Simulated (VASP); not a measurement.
Set up this calculation in VASP 6.6.1, as the native input.

```yaml
Task: single point
Functional: PBE
Potentials_or_basis: VASP PAW PBE potentials, release 64 (Ga_d, O)
Cutoff: 520 eV
k_mesh: 4 × 4 × 4
Occupations: gaussian, width 0.1 eV
Spin: no spin polarisation
Dipole_correction: no
Further_INCAR_settings: ALGO = Normal; EDIFF = 1e-07; NBANDS = 24
```

The structure of GaO3 lies in POSCAR:

```
GaO3
1.0
    3.8152974700      0.0000000000      0.0000000000
    0.0000000000      3.8152974700      0.0000000000
    0.0000000000      0.0000000000      3.8152974700
Ga O
1 3
Direct
    0.0000000000      0.0000000000      0.0000000000
    0.5000000000      0.0000000000      0.0000000000
    0.0000000000      0.5000000000      0.0000000000
    0.0000000000      0.0000000000      0.5000000000
```

The input as run:

INCAR

```
PREC = Accurate
ENCUT = 520
EDIFF = 1E-7
ISMEAR = 0
SIGMA = 0.1
LREAL = F
LASPH = T
NELM = 60
ALGO = Normal
ISIF = 2
LWAVE = F
LCHARG = F
GGA = PE
NBANDS = 24
```

KPOINTS

```
regular mesh
0
Gamma
  4 4 4
```

Potentials or basis: VASP PAW PBE potentials, release 64 (Ga_d, O).

Run with:

```sh
$ cat potpaw_PBE.64/Ga_d/POTCAR potpaw_PBE.64/O/POTCAR > POTCAR
$ mpirun -np 1 vasp_std > vasp.out
```

Results of the run:

```yaml
Pressure: 4.1 GPa
```

Caveat: the k points lie up to 0.41 Å⁻¹ apart; an odd number of electrons without spin polarisation forces a metal; a magnetic or distorted state may lie lower.

Run time: 12 s on 1 thread of Intel(R) Xeon(R) Platinum 8488C (Sapphire Rapids), with other jobs on the host, peak memory 0.15 GiB.
